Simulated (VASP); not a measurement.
Here is a VASP 6.6.1 calculation.

Contents of INCAR:

```
SYSTEM = Rh
PREC     = Accurate       ! precision mode
ENCUT    = 520            ! plane-wave cutoff, eV
EDIFF    = 1E-6           ! SCF threshold, eV
ISMEAR   = -1             ! smearing method
SIGMA    = 0.1            ! smearing width, eV
LREAL    = .False.        ! projectors in reciprocal space
LASPH    = .True.         ! aspherical terms in the spheres
NELM     = 60             ! most SCF steps
ALGO     = Normal         ! electronic algorithm
ISIF     = 2              ! what is computed and relaxed
LWAVE    = .False.        ! write WAVECAR
LCHARG   = .False.        ! write CHGCAR
GGA      = CA             ! functional
NBANDS   = 14             ! bands
```

The input KPOINTS:

```
regular mesh
0
Gamma
  16 16 16
  0 0 0
```

Contents of POSCAR:

```
Rh
1.0
   -1.5239783023      1.5239783023      1.5239783023
    1.5239783023     -1.5239783023      1.5239783023
    1.5239783023      1.5239783023     -1.5239783023
Rh
1
Direct
    0.0000000000      0.0000000000      0.0000000000
```

Potentials or basis: VASP PAW LDA potentials, release 64 (Rh_pv).

The run is started by

```sh
$ cat potpaw_LDA.64/Rh_pv/POTCAR > POTCAR
$ mpirun -np 1 vasp_std > vasp.out
```

(1) Estimate the pressure.

Answers

(1) -9.5 GPa.
